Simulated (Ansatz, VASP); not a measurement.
Li2TaO3 in VASP and in Ansatz

INCAR

```
SYSTEM = Li2TaO3
ALGO     = Normal         ! electronic algorithm
EDIFF    = 1E-7           ! SCF threshold, eV
EDIFFG   = -0.04          ! ionic threshold
ENCUT    = 600            ! plane-wave cutoff, eV
GGA      = PE             ! functional
IBRION   = 2              ! ionic algorithm
ISIF     = 3              ! what is computed and relaxed
ISMEAR   = 0              ! smearing method
LASPH    = .TRUE.         ! aspherical terms in the spheres
LCHARG   = .FALSE.        ! write CHGCAR
LREAL    = .FALSE.        ! projectors in reciprocal space
LWAVE    = .FALSE.        ! write WAVECAR
NELM     = 100            ! most SCF steps
NSW      = 90             ! ionic steps
PREC     = Accurate       ! precision mode
SIGMA    = 0.1            ! smearing width, eV
```

File KPOINTS:

```
k-points
0
G
  6 6 2
  0 0 0
```

The input POSCAR:

```
Li2TaO3
1.0
    2.8794593800      0.0000000000      0.0000000000
    0.0000000000      2.8794593800      0.0000000000
    0.0000000000      0.0000000000      8.3110331600
Li Ta O
2 1 3
Direct
    0.0000000000      0.0000000000      0.9999432600
    0.5000000000      0.5000000000      0.5015775000
    0.5000000000      0.5000000000      0.1713354600
    0.0000000000      0.0000000000      0.6746923900
    0.0000000000      0.0000000000      0.3274696500
    0.5000000000      0.5000000000      0.8249817500
```

Input for Ansatz:

```yaml
crystal:
  lattice:
    - [2.87945938, 0.0, 0.0]
    - [0.0, 2.87945938, 0.0]
    - [0.0, 0.0, 8.31103316]
  atoms:
    - { symbol: Li, position: [0.0, 0.0, 0.99994326] }
    - { symbol: Li, position: [0.5, 0.5, 0.5015775] }
    - { symbol: Ta, position: [0.5, 0.5, 0.17133546] }
    - { symbol: O, position: [0.0, 0.0, 0.67469239] }
    - { symbol: O, position: [0.0, 0.0, 0.32746965] }
    - { symbol: O, position: [0.5, 0.5, 0.82498175] }
basis:
  ecutwfc: 420
kpoints:
  mp_grid: { grid: [6, 6, 2] }
hamiltonian:
  xc: pbe
scf:
  occupations: { method: gaussian, width: 0.1 }
  lower_state_search: "off"
output:
  forces: true
  stress: true
  eigenvalues: true
relax:
  adjacent_minimum: "off"
  f_tol: 0.04
  max_steps: 70
  cell: { stress_tol: 0.4 }
```

Change from the starting cell: species swapped into the MnAl2Cr3 type (P4mm, No. 99).

Alike in both runs: task relaxation of cell and atoms; functional PBE; k mesh 6 × 6 × 2; occupations gaussian, width 0.1 eV; no spin polarisation.

|  | VASP | Ansatz |
| --- | --- | --- |
| version | VASP 6.6.1 | Ansatz 0.2.0 |
| potentials or method | VASP PAW PBE potentials, release 64 (Li_sv, Ta_pv, O), cutoff 600 eV | scalar-relativistic, plane waves, PAW |
| valence electrons in the cell | 35 | 37 |

```csv
,VASP,Ansatz,Ansatz less VASP
"gap on the k mesh at the Fermi level, each at its own relaxed structure (eV)",none,none,-
relaxed volume (Å³/atom),11.99,12.21,+0.226
relaxed cell length with the largest relative difference (Å),8.726,8.903,+0.1776
```

A gap of «none» marks a metal or a gap that the smearing closes. VASP's potentials hold 35 valence electrons a cell and Ansatz's 37, so a difference there can come from the potentials and not from the codes.

The k mesh is coarse, so the values compare programs but aren't converged. Neither program's run includes spin-orbit coupling. Noted on VASP's run: the cutoff is short for stress, so the pressure is rough.
